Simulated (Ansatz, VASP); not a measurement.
BN: VASP beside Ansatz

The input INCAR:

```
  ALGO = Normal
  EDIFF = 1E-6
  ENCUT = 600
  GGA = PE
  GGA_COMPAT = F
  ISIF = 2
  ISMEAR = -1
  LASPH = T
  LCHARG = T
  LELF = T
  LREAL = F
  LVHAR = T
  LWAVE = F
  NBANDS = 11
  NELM = 120
  PREC = Accurate
  SIGMA = 0.03
```

KPOINTS

```
k-points
0
Gamma
  16 16 16
```

File POSCAR:

```
BN
1.0
   -0.0181235317      1.8032914061      1.8032914061
    1.8032914061     -0.0181235317      1.8032914061
    1.8032914061      1.8032914061     -0.0181235317
B N
1 1
Direct
    0.0000000000      0.0000000000      0.0000000000
    0.2500000000      0.2500000000      0.2500000000
```

Input for Ansatz:

```yaml
crystal:
  lattice:
    - [-0.0181235317, 1.8032914061, 1.8032914061]
    - [1.8032914061, -0.0181235317, 1.8032914061]
    - [1.8032914061, 1.8032914061, -0.0181235317]
  atoms:
    - { symbol: B, position: [0.0, 0.0, 0.0] }
    - { symbol: "N", position: [0.25, 0.25, 0.25] }
kpoints:
  mp_grid: { grid: [16, 16, 16] }
scf:
  occupations: { method: fermi_dirac, width: 0.03 }
hamiltonian:
  xc: pbe
  pseudopotentials: { kind: all_electron, lapw: { basis_error: 0.00025 } }
output:
  forces: true
  stress: true
  eigenvalues: true
```

Change from the starting cell: equal xy, yz and zx shear strains of -1 %.

Alike in both runs: task single point; functional PBE; k mesh 16 × 16 × 16; occupations fermi-dirac, width 0.03 eV; no spin polarisation.

```csv
,VASP,Ansatz
version,VASP 6.6.1,Ansatz 0.2.0
potentials or method,"VASP PAW PBE potentials, release 64 (B, N), cutoff 600 eV","all-electron LAPW, scalar-relativistic"
```

Ansatz gave:

* gap on the k mesh at the Fermi level (eV): 4.42
* pressure (GPa): 0.1
* traceless stress, the component that is largest in VASP (GPa): 4.48
* rms of the force components (eV/Å): 0.020

Problem. Which values does VASP return?

Solution. gap on the k mesh at the Fermi level (eV): 4.41; pressure (GPa): 0.1; traceless stress, the component that is largest in VASP (GPa): 4.50; rms of the force components (eV/Å): 0.022.

Atom by atom the forces differ by 0.002 eV/Å (rms over components). Ansatz ran all-electron here, and VASP with PAW potentials.
